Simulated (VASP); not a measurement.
# MgS (Fm-3m) in VASP: a series of runs, part 2 of 2

VASP 6.6.1. Earlier steps stand in the parts before.

**3. Electric field gradients, PBE (volume scaled by 0.94)**

The input, INCAR:

```
PREC     = Accurate       # precision mode
ENCUT    = 520            # plane-wave cutoff, eV
EDIFF    = 1E-8           # SCF threshold, eV
ISMEAR   = -1             # smearing method
SIGMA    = 0.01           # smearing width, eV
LREAL    = False          # projectors in reciprocal space
LASPH    = True           # aspherical terms in the spheres
NELM     = 100            # most SCF steps
ALGO     = Normal         # electronic algorithm
ISIF     = 2              # what is computed and relaxed
LWAVE    = False          # write WAVECAR
LCHARG   = False          # write CHGCAR
GGA      = PE             # functional
LEFG     = True         
NBANDS   = 11             # bands
```

The input, KPOINTS:

```
regular mesh
0
Gamma
  8 8 8
```

The input, POSCAR:

```
MgS
1.0
    0.0000000000      2.5485401997      2.5485401997
    2.5485401997      0.0000000000      2.5485401997
    2.5485401997      2.5485401997      0.0000000000
Mg S
1 1
Direct
    0.0000000000      0.0000000000      0.0000000000
    0.5000000000      0.5000000000      0.5000000000
```

Potentials or basis: VASP PAW PBE potentials, release 64 (Mg, S).

Run with:

```sh
$ cat potpaw_PBE.64/Mg/POTCAR potpaw_PBE.64/S/POTCAR > POTCAR
$ mpirun -np 1 vasp_std > vasp.out
```

OUTCAR:

```text
PREC = Accurate
   ENCUT = 520
   EDIFF = 1E-8
   ISMEAR = -1
   LREAL = False
   LASPH = True
   NELM = 100
   ISIF = 2
   GGA = PE

 ion  position               nearest neighbor table
   1  0.000  0.000  0.000-   2 2.55   2 2.55   2 2.55   2 2.55   2 2.55   2 2.55
   2  0.500  0.500  0.500-   1 2.55   1 2.55   1 2.55   1 2.55   1 2.55   1 2.55

  LATTYP: Found a face centered cubic cell.
 ALAT       =     5.0970803994

  Lattice vectors:

 A1 = (   0.0000000000,   2.5485401997,   2.5485401997)
 A2 = (   2.5485401997,   0.0000000000,   2.5485401997)
 A3 = (   2.5485401997,   2.5485401997,   0.0000000000)

Analysis of symmetry for initial positions (statically):
=====================================================================
 Subroutine PRICEL returns:
 Original cell was already a primitive cell.

 Routine SETGRP: Setting up the symmetry group for a
 face centered cubic supercell.

 Subroutine GETGRP returns: Found 48 space group operations
 (whereof 48 operations were pure point group operations)
 out of a pool of 48 trial point group operations.

The static configuration has the point symmetry O_h .

Analysis of symmetry for dynamics (positions and initial velocities):
=====================================================================
 Subroutine PRICEL returns:
 Original cell was already a primitive cell.

 Routine SETGRP: Setting up the symmetry group for a
 face centered cubic supercell.

 Subroutine GETGRP returns: Found 48 space group operations
 (whereof 48 operations were pure point group operations)
 out of a pool of 48 trial point group operations.

The dynamic configuration has the point symmetry O_h .

 Subroutine INISYM returns: Found 48 space group operations
 (whereof 48 operations are pure point group operations),
 and found     1 'primitive' translations

----------------------------------------------------------------------------------------

                                     Primitive cell

  volume of cell :      33.1058

  direct lattice vectors                    reciprocal lattice vectors
     0.000000000  2.548540200  2.548540200    -0.196190745  0.196190745  0.196190745
     2.548540200  0.000000000  2.548540200     0.196190745 -0.196190745  0.196190745
     2.548540200  2.548540200  0.000000000     0.196190745  0.196190745 -0.196190745

  length of vectors
     3.604180115  3.604180115  3.604180115     0.339812338  0.339812338  0.339812338

  position of ions in fractional coordinates (direct lattice)
     0.000000000  0.000000000  0.000000000
     0.500000000  0.500000000  0.500000000

  ion indices of the primitive-cell ions
   primitive index   ion index
                 1           1
                 2           2

----------------------------------------------------------------------------------------

 KPOINTS: regular mesh

Automatic generation of k-mesh.
 Grid dimensions read from file:
 generate k-points for:    8    8    8

 Generating k-lattice:
[... 66 lines left out ...]
   IBRION =     -1    ionic relax: 0-MD 1-quasi-New 2-CG
   NFREE  =      0    steps in history (QN), initial steepest desc. (CG)
   ISIF   =      2    stress and relaxation
   ISYM   =      2    0-nonsym 1-usesym 2-fastsym
   POTIM  = 0.5000    time-step for ionic-motion
   TEBEG  =    0.0;   TEEND  =   0.0 temperature during run
   PSTRESS=    0.0 pullay stress
   NELECT =       8.0000    total number of electrons
   NUPDOWN=      -1.0000    fix difference up-down
   EMIN   =  10.00;   EMAX   =-10.00  energy-range for DOS
   EFERMI =   0.00;   METHOD = LEGACY
   ISMEAR =    -1;   SIGMA  =   0.01  broadening in eV -4-tet -1-fermi 0-gaus
   EFERMI_NEDOS =   21; number of points for ismear=-14 and -15
   IALGO  =     38    algorithm
   IMIX   =      4    mixing-type and parameters
     AMIX     =   0.40;   BMIX     =  1.00
     AMIX_MAG =   1.60;   BMIX_MAG =  1.00
  volume/ion in A,a.u.               =      16.55       111.70
  Fermi-wavevector in a.u.,A,eV,Ry     =   1.019694  1.926943 14.147019  1.039777
  Thomas-Fermi vector in A             =   2.153222
   LORBIT       =      0    0 simple, 1 ext, 2 COOP (PROOUT), +10 PAW based schemes
   GGA     = PE    functional components
[... 5 lines left out ...]
 non-spin polarized calculation
  energy-cutoff  :      520.00
  volume of cell :       33.11
 maximum number of plane-waves:       911
   NGX = 13   NGY = 13   NGZ = 13

 number of electron       7.9999999 magnetization

 Free energy of the ion-electron system (eV)
  ---------------------------------------------------
  ext. energy  EPLUGINS =         0.00000000
  ---------------------------------------------------
  free energy    TOTEN  =        -8.45565613 eV

  energy without entropy =       -8.45565613  energy(sigma->0) =       -8.45565613

 E-fermi :   4.5322     XC(G=0):  -9.9462

 val. band max:        4.2964905018   @ k =   0.0000   0.0000   0.0000
 cond. band min:       7.2041085846   @ k =   0.5000   0.5000   0.0000
 fundamental gap:      2.9076180828
 Fermi energy:         4.5322293769

 k-point     1 :       0.0000    0.0000    0.0000
  band No.  band energies     occupation
      1      -8.7384      2.00000
      2       4.2965      2.00000
      3       4.2965      2.00000
      4       4.2965      2.00000
      5       8.5155      0.00000
      6      12.2036      0.00000
      7      12.2036      0.00000
      8      12.2036      0.00000
      9      14.7099      0.00000
     10      14.7099      0.00000
     11      16.9751      0.00000
[... 309 lines left out ...]
 k-point    24 :      -0.3750    0.2500    0.1250
  band No.  band energies     occupation
      1      -7.0467      2.00000
      2      -0.3198      2.00000
      3       1.9703      2.00000
      4       3.0318      2.00000
      5      10.0125      0.00000
      6      10.5327      0.00000
      7      12.9108      0.00000
      8      14.0175      0.00000
      9      16.8347      0.00000
     10      18.1500      0.00000
     11      20.2408      0.00000

 [... further k-points ...]
[... 5 lines left out ...]
  --------------------------------------------------------------------------------------
  -------------------------------------------------------------------------------------
  Total        1.3130144      1.3130144      1.3130144      0.0000000      0.0000000     -0.0000000
  in kB       63.5441565     63.5441565     63.5441565      0.0000000      0.0000000     -0.0000000
  external PRESSURE =      63.5441565 kB  Pullay stress =       0.0000000 kB

 VOLUME and BASIS-vectors are now :
 -----------------------------------------------------------------------------
  energy-cutoff  :      520.00
  volume of cell :       33.11
      direct lattice vectors                 reciprocal lattice vectors
     0.000000000  2.548540200  2.548540200    -0.196190745  0.196190745  0.196190745
     2.548540200  0.000000000  2.548540200     0.196190745 -0.196190745  0.196190745
     2.548540200  2.548540200  0.000000000     0.196190745  0.196190745 -0.196190745

 POSITION                                       TOTAL-FORCE (eV/Angst)
 -----------------------------------------------------------------------------------
      0.00000      0.00000      0.00000         0.000000      0.000000     -0.000000
      2.54854      2.54854      2.54854        -0.000000     -0.000000      0.000000
 -----------------------------------------------------------------------------------
    total drift:                                0.000000      0.000000      0.000000

  FREE ENERGIE OF THE ION-ELECTRON SYSTEM (eV)
  ---------------------------------------------------
  free  energy   TOTEN  =        -8.4556561297 eV

  energy  without entropy=       -8.4556561297  energy(sigma->0) =       -8.45565613

 Electric field gradients (V/A^2)
---------------------------------------------------------------------
 ion       V_xx      V_yy      V_zz      V_xy      V_xz      V_yz
---------------------------------------------------------------------
   1       0.000     0.000    -0.000     0.000     0.000     0.000
   2       0.000    -0.000    -0.000    -0.000    -0.000    -0.000
---------------------------------------------------------------------

 Electric field gradients after diagonalization (V/A^2)
 (convention: |V_zz| > |V_xx| > |V_yy|)
----------------------------------------------------------------------
 ion       V_xx      V_yy      V_zz     asymmetry (V_yy - V_xx)/ V_zz
----------------------------------------------------------------------
   1      -0.000    -0.000     0.000       0.000
   2       0.000     0.000    -0.000       0.000
----------------------------------------------------------------------

           NMR quadrupolar parameters

 Cq : quadrupolar parameter    Cq=e*Q*V_zz/h
 eta: asymmetry parameters     (V_yy - V_xx)/ V_zz
 Q  : nuclear electric quadrupole moment in mb (millibarn)
----------------------------------------------------------------------
 ion       Cq(MHz)       eta       Q (mb)
----------------------------------------------------------------------
   1       0.000       0.000       1.000
   2      -0.000       0.000       1.000
----------------------------------------------------------------------
```

It took 6.8 s on 1 thread of Intel Xeon 6975P-C (Granite Rapids), shared host; peak memory 0.15 GiB.

Results:

| Property | Result |
| --- | --- |
| Free energy | -8.4557 eV |
| Pressure | 6.4 GPa |
| Band gap on the k mesh | 2.91 eV, indirect (least direct gap 4.22 eV) |

Caveat: without QUAD_EFG the Cq values of the log hold for a quadrupole moment of 1 mb, not for the nuclei.
